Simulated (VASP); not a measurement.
# WSe2 (P6_3/mmc) in VASP: dielectric tensor with PBE

Aim: the dielectric tensor of WSe2 with PBE.

All numbers are computed with VASP 6.6.1; they aren't measurements. Logs are shortened: lines on timing, memory, paths and dates and some standing lists are left out, and cuts for length are marked.

**1. The cell of the first run**

The structure is hexagonal, space group P6_3/mmc (No. 194). Conventional cell: a = 3.300 Å, b = 3.300 Å, c = 13.149 Å, α = 90.00°, β = 90.00°, γ = 120.00°. Within 3.3 Å of W (site symmetry -6m2) lie 6 Se at 2.53 Å and 6 W at 3.30 Å. Se (site symmetry 3m) has 3 W at 2.53 Å and 7 Se at 3.30 to 3.33 Å within 3.4 Å.

**2. Dielectric tensor, PBE**

File INCAR:

```
SYSTEM = WSe2
ALGO = Normal ; EDIFF = 1E-8
ENCUT = 520 ; GGA = PE
ISIF = 2 ; ISMEAR = 0
LASPH = .True. ; LCHARG = .False.
LEPSILON = .True. ; LREAL = .False.
LWAVE = .False. ; NELM = 60
PREC = Accurate ; SIGMA = 0.01
```

File KPOINTS:

```
k-points
0
Gamma
  9 9 2
  0 0 0
```

File POSCAR:

```
WSe2
1.0
    3.2996674501      0.0000000000      0.0000000000
   -1.6498337251      2.8575958358      0.0000000000
    0.0000000000      0.0000000000     13.1487008971
W Se
2 4
Direct
    0.3333333333      0.6666666667      0.2500000000
    0.6666666667      0.3333333333      0.7500000000
    0.6666666667      0.3333333333      0.3766602602
    0.6666666667      0.3333333333      0.1233397398
    0.3333333333      0.6666666667      0.8766602602
    0.3333333333      0.6666666667      0.6233397398
```

Potentials or basis: VASP PAW PBE potentials, release 64 (W_sv, Se).

Launch:

```
> cat potpaw_PBE.64/W_sv/POTCAR potpaw_PBE.64/Se/POTCAR > POTCAR
> mpirun -np 1 vasp_std > vasp.out
```

OUTCAR:

```text
SYSTEM = WSe2
   EDIFF = 1E-8
   ENCUT = 520
   GGA = PE
   ISIF = 2
   ISMEAR = 0
   LASPH = .True.
   LEPSILON = .True.
   LREAL = .False.
   NELM = 60
   PREC = Accurate

 ion  position               nearest neighbor table
   1  0.333  0.667  0.250-   3 2.53   4 2.53   3 2.53   4 2.53   3 2.53   4 2.53
   2  0.667  0.333  0.750-   5 2.53   6 2.53   5 2.53   6 2.53   5 2.53   6 2.53
   3  0.667  0.333  0.377-   1 2.53   1 2.53   1 2.53
   4  0.667  0.333  0.123-   1 2.53   1 2.53   1 2.53
   5  0.333  0.667  0.877-   2 2.53   2 2.53   2 2.53
   6  0.333  0.667  0.623-   2 2.53   2 2.53   2 2.53

  LATTYP: Found a hexagonal cell.
 ALAT       =     3.2996674501
 C/A-ratio  =     3.9848563820

  Lattice vectors:

 A1 = (   3.2996674501,   0.0000000000,   0.0000000000)
 A2 = (  -1.6498337251,   2.8575958358,   0.0000000000)
 A3 = (   0.0000000000,   0.0000000000,  13.1487008971)

Analysis of symmetry for initial positions (statically):
=====================================================================
 Subroutine PRICEL returns:
 Original cell was already a primitive cell.

 Routine SETGRP: Setting up the symmetry group for a
 hexagonal supercell.

 Subroutine GETGRP returns: Found 24 space group operations
 (whereof 12 operations were pure point group operations)
 out of a pool of 24 trial point group operations.

The static configuration has the point symmetry D_3d.
 The point group associated with its full space group is D_6h.

Analysis of symmetry for dynamics (positions and initial velocities):
=====================================================================
 Subroutine PRICEL returns:
 Original cell was already a primitive cell.

 Routine SETGRP: Setting up the symmetry group for a
 hexagonal supercell.

 Subroutine GETGRP returns: Found 24 space group operations
 (whereof 12 operations were pure point group operations)
 out of a pool of 24 trial point group operations.

The dynamic configuration has the point symmetry D_3d.
 The point group associated with its full space group is D_6h.

 Subroutine INISYM returns: Found 24 space group operations
 (whereof 12 operations are pure point group operations),
 and found     1 'primitive' translations

----------------------------------------------------------------------------------------

                                     Primitive cell

  volume of cell :     123.9806

  direct lattice vectors                    reciprocal lattice vectors
     3.299667450  0.000000000  0.000000000     0.303060843  0.174972259  0.000000000
    -1.649833725  2.857595836  0.000000000     0.000000000  0.349944519  0.000000000
     0.000000000  0.000000000 13.148700897     0.000000000  0.000000000  0.076053141

  length of vectors
     3.299667450  3.299667450 13.148700897     0.349944519  0.349944519  0.076053141

  position of ions in fractional coordinates (direct lattice)
     0.333333333  0.666666667  0.250000000
     0.666666667  0.333333333  0.750000000
     0.666666667  0.333333333  0.376660260
     0.666666667  0.333333333  0.123339740
     0.333333333  0.666666667  0.876660260
     0.333333333  0.666666667  0.623339740

  ion indices of the primitive-cell ions
   primitive index   ion index
                 1           1
                 2           2
                 3           3
                 4           4
                 5           5
                 6           6

----------------------------------------------------------------------------------------

 KPOINTS: k-points

[... 97 lines left out ...]
 non-spin polarized calculation
 Gauss-broadening in eV      SIGMA  =   0.01
  energy-cutoff  :      520.00
  volume of cell :      123.98
 maximum number of plane-waves:      3378
 NGX is ok and might be reduce to    28
   NGX = 13   NGY = 13   NGZ = 49

--------------------------------------- Ionic step        1  -------------------------------------------

 number of electron      51.9999996 magnetization

 E-fermi :   6.2841     XC(G=0): -10.6224

 val. band max:        6.0383459594   @ k =   0.0000   0.0000   0.0000
 cond. band min:       7.1677814051   @ k =   0.2222   0.1111   0.0000
 fundamental gap:      1.1294354457
 Fermi energy:         6.2840867530

 k-point     1 :       0.0000    0.0000    0.0000
  band No.  band energies     occupation
      1     -68.2854      2.00000
      2     -68.2854      2.00000
      3     -32.5263      2.00000
      4     -32.5263      2.00000
      5     -32.4115      2.00000
      6     -32.4115      2.00000
[... 805 lines left out ...]
     30       8.5320      0.00000
     31       9.2486      0.00000

  FORCE on cell =-STRESS in cart. coord.  units (eV):
  Direction    XX          YY          ZZ          XY          YZ          ZX
  --------------------------------------------------------------------------------------
  -------------------------------------------------------------------------------------
  Total        2.3961673      2.3961673      3.7414503     -0.0000000      0.0000000      0.0000000
  in kB       30.9652008     30.9652008     48.3500288     -0.0000000      0.0000000      0.0000000
  external PRESSURE =      36.7601435 kB  Pullay stress =       0.0000000 kB

 VOLUME and BASIS-vectors are now :
 -----------------------------------------------------------------------------
  energy-cutoff  :      520.00
  volume of cell :      123.98
      direct lattice vectors                 reciprocal lattice vectors
     3.299667450  0.000000000  0.000000000     0.303060843  0.174972259  0.000000000
    -1.649833725  2.857595836  0.000000000     0.000000000  0.349944519  0.000000000
     0.000000000  0.000000000 13.148700897     0.000000000  0.000000000  0.076053141

 POSITION                                       TOTAL-FORCE (eV/Angst)
 -----------------------------------------------------------------------------------
     -0.00000      1.90506      3.28718        -0.000000     -0.000000      0.000000
      1.64983      0.95253      9.86153         0.000000     -0.000000      0.000000
      1.64983      0.95253      4.95259        -0.000000     -0.000000      0.325199
      1.64983      0.95253      1.62176        -0.000000      0.000000     -0.325199
     -0.00000      1.90506     11.52694        -0.000000      0.000000      0.325199
     -0.00000      1.90506      8.19611         0.000000      0.000000     -0.325199
 -----------------------------------------------------------------------------------
    total drift:                               -0.000000      0.000000     -0.000000

  FREE ENERGIE OF THE ION-ELECTRON SYSTEM (eV)
  ---------------------------------------------------
  free  energy   TOTEN  =       -43.1610185336 eV

  energy  without entropy=      -43.1610185336  energy(sigma->0) =      -43.16101853

 HEAD OF MICROSCOPIC STATIC DIELECTRIC TENSOR (INDEPENDENT PARTICLE, excluding Hartree and local field effects)
 ------------------------------------------------------
          15.803844    -0.000000     0.000000
          -0.000000    15.803844    -0.000000
          -0.000000     0.000000    10.183631
 ------------------------------------------------------

 Free energy of the ion-electron system (eV)
  ---------------------------------------------------
  ---------------------------------------------------
  free energy    TOTEN  =        -5.19359547 eV

  energy without entropy =       -5.19359547

------------------------ aborting loop because EDIFF is reached ----------------------------------------

--------------------------------------- Ionic step        2  -------------------------------------------

------------------------ aborting loop because EDIFF is reached ----------------------------------------

--------------------------------------- Ionic step        3  -------------------------------------------

 Free energy of the ion-electron system (eV)
  ---------------------------------------------------
  ---------------------------------------------------
  free energy    TOTEN  =        -2.14714031 eV

  energy without entropy =       -2.14714031

------------------------ aborting loop because EDIFF is reached ----------------------------------------

 PIEZOELECTRIC TENSOR FIELD DIRECTION 3  (e Angst)
 -----------------------------------------------------------------------------
    -0.00003  0.00000  0.00000           (  0.00000 -0.00000  0.00000)
     0.00000 -0.00003 -0.00000           ( -0.00000  0.00000  0.00000)
     0.00000  0.00000  0.00004           (  0.00000  0.00000 -0.00000)

 PIEZOELECTRIC TENSOR FIELD DIRECTION 3  (C/m^2)
 -----------------------------------------------------------------------------
    -0.00000  0.00000  0.00000
     0.00000 -0.00000 -0.00000
     0.00000  0.00000  0.00001

 MACROSCOPIC STATIC DIELECTRIC TENSOR (including local field effects in DFT)
 ------------------------------------------------------
          15.192477    -0.000000     0.000000
          -0.000000    15.192477     0.000000
          -0.000000    -0.000000     6.843242
 ------------------------------------------------------

 PIEZOELECTRIC TENSOR (including local field effects)  for field in x, y, z        (e  Angst)
          XX          YY          ZZ          XY          YZ          ZX
  --------------------------------------------------------------------------------
  x     0.00000     0.00000     0.00000     0.00000     0.00000     0.00000
  y     0.00000     0.00000     0.00000     0.00000     0.00000     0.00000
  z     0.00000     0.00000     0.00000     0.00000     0.00000     0.00000

 PIEZOELECTRIC TENSOR (including local field effects)  for field in x, y, z        (C/m^2)
          XX          YY          ZZ          XY          YZ          ZX
  --------------------------------------------------------------------------------
  x     0.00000     0.00000     0.00000     0.00000     0.00000     0.00000
  y     0.00000     0.00000     0.00000     0.00000     0.00000     0.00000
  z     0.00000     0.00000     0.00000     0.00000     0.00000     0.00000

 BORN EFFECTIVE CHARGES (including local field effects) (in |e|, cummulative output)
 ---------------------------------------------------------------------------------
 ion    1
    1    -1.25263     0.00000    -0.00000
    2     0.00000    -1.25263    -0.00000
    3     0.00000     0.00000    -0.71892
 ion    2
    1    -1.25263     0.00000    -0.00000
    2     0.00000    -1.25263    -0.00000
    3     0.00000     0.00000    -0.71892
 ion    3
    1     0.62631    -0.00000     0.00000
    2    -0.00000     0.62631    -0.00000
    3     0.00000     0.00000     0.35946
 ion    4
    1     0.62631    -0.00000    -0.00000
    2    -0.00000     0.62631    -0.00000
    3    -0.00000    -0.00000     0.35946
 ion    5
    1     0.62631    -0.00000    -0.00000
    2    -0.00000     0.62631     0.00000
    3    -0.00000    -0.00000     0.35946
 ion    6
    1     0.62631    -0.00000     0.00000
    2    -0.00000     0.62631     0.00000
    3     0.00000     0.00000     0.35946
```

Wall time 27 min (1 thread of Intel Xeon Platinum 8488C (Sapphire Rapids), shared host); peak memory 0.61 GiB.

What came out:

* Band gap on the k mesh: 1.13 eV (least direct gap 1.49 eV)
* Electronic dielectric tensor (diagonal): 15.19, 15.19, 6.84
* Born charges (mean of the diagonal): W -1.07; Se +0.54 e

Levels at points of the mesh, in eV from the valence-band top:
| k point | band 23 | band 24 | band 25 | band 26 | band 27 | band 28 | band 29 | band 30 |
| --- | --- | --- | --- | --- | --- | --- | --- | --- |
| (0.00, 0.00, 0.00) | -1.53 | -1.15 | -1.03 | 0.00 | 2.64 | 2.64 | 2.68 | 2.68 |
| (0.00, 0.00, 0.50) | -1.56 | -1.56 | -0.22 | -0.22 | 2.65 | 2.65 | 2.65 | 2.65 |

Electronic dielectric tensor:
```
15.19  0.00  0.00
 0.00 15.19  0.00
 0.00  0.00  6.84
```

Born effective charge tensors (e):
atom 1, W
```
-1.25  0.00  0.00
 0.00 -1.25  0.00
 0.00  0.00 -0.72
```
atom 2, W
```
-1.25  0.00  0.00
 0.00 -1.25  0.00
 0.00  0.00 -0.72
```
atom 3, Se
```
0.63 0.00 0.00
0.00 0.63 0.00
0.00 0.00 0.36
```
atom 4, Se
```
0.63 0.00 0.00
0.00 0.63 0.00
0.00 0.00 0.36
```
atom 5, Se
```
0.63 0.00 0.00
0.00 0.63 0.00
0.00 0.00 0.36
```
atom 6, Se
```
0.63 0.00 0.00
0.00 0.63 0.00
0.00 0.00 0.36
```

Caveat: spin-orbit coupling is left out, which moves the levels of the heavy elements; this functional lacks dispersion, which binds layers or chains, so the pressure and a relaxed spacing across them are unreliable.
